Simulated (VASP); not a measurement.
A run of VASP 6.6.1 is set up as follows.

The input INCAR:

```
ALGO = Normal
EDIFF = 1E-6
ENCUT = 600
GGA = PE
GGA_COMPAT = F
ISIF = 2
ISMEAR = 0
LASPH = T
LCHARG = F
LREAL = F
LWAVE = F
NBANDS = 11
NELM = 120
PREC = Accurate
SIGMA = 0.01
```

File KPOINTS:

```
Automatic mesh
0
Gamma
  1 1 1
  0.5 0.5 0.5
```

The input POSCAR:

```
C
1.0
    0.0000000000      1.7470918200      1.7470918200
    1.7470918200      0.0000000000      1.7470918200
    1.7470918200      1.7470918200      0.0000000000
C
2
Direct
    0.0000000000      0.0000000000      0.0000000000
    0.2230138700      0.1980138700      0.2572797700
```

Potentials or basis: VASP PAW PBE potentials, release 64 (C).

Command:

```sh
$ cat potpaw_PBE.64/C/POTCAR > POTCAR
$ mpirun -np 1 vasp_std > vasp.out
```

Task: Predict the pressure.

Result: 71.3 GPa.

Task: Estimate the band gap on the k mesh.

Result: 6.78 eV, indirect (least direct gap 6.84 eV).

Task: Predict the largest force.

Result: 11.423 eV/Å.

Stress tensor (GPa, compression positive):
```
73.49 39.15 16.16
39.15 78.15 24.53
16.16 24.53 62.38
```

Caveat: the k points lie up to 3.11 Å⁻¹ apart; forces of over 1 eV/Å act on the atoms, so gaps and moduli don't describe the material at rest. A k mesh can miss the band edges.
